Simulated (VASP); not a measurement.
Input of a VASP 6.6.1 run:

Contents of INCAR:

```
SYSTEM = Zn
PREC = Accurate
ENCUT = 600
EDIFF = 1E-6
ISMEAR = -1
SIGMA = 0.1
LREAL = .FALSE.
LASPH = .TRUE.
NELM = 80
ALGO = Normal
ISIF = 3
LWAVE = .FALSE.
LCHARG = .FALSE.
GGA = PE
IBRION = 2
NSW = 60
EDIFFG = -0.005
PSTRESS = 1200.0
```

File KPOINTS:

```
Automatic mesh
0
G
  15 15 15
  0 0 0
```

The input POSCAR:

```
Zn
1.0
    0.0000000000      2.1597672464      2.1597672464
    2.1597672464      0.0000000000      2.1597672464
    2.1597672464      2.1597672464      0.0000000000
Zn
2
Direct
   -0.1250000000     -0.1250000000     -0.1250000000
    0.1250000000      0.1250000000      0.1250000000
```

Potentials or basis: VASP PAW PBE potentials, release 64 (Zn).

Launch:

```bash
$ cat potpaw_PBE.64/Zn/POTCAR > POTCAR
$ mpirun -np 1 vasp_std > vasp.out
```

(1) What does it give for the space group after relaxing (to 0.05 Å)?

(2) Predict the band gap on the k mesh.

(3) What does it give for the relaxed cell?

(4) What does it give for the relaxed volume?

Answers

(1) Fd-3m (No. 227).

(2) zero (band 12 reaches 14.58 eV, above the bottom of band 13 at 2.55 eV).

(3) a = 3.236 Å, b = 3.236 Å, c = 3.236 Å, α = 60.00°, β = 60.00°, γ = 60.00°.

(4) 11.98 Å³/atom.

Caveat: the cell is relaxed towards a set pressure, so the enthalpy falls and the energy may rise; the volume moved by over 15 % at a fixed basis, so the end points are rough.
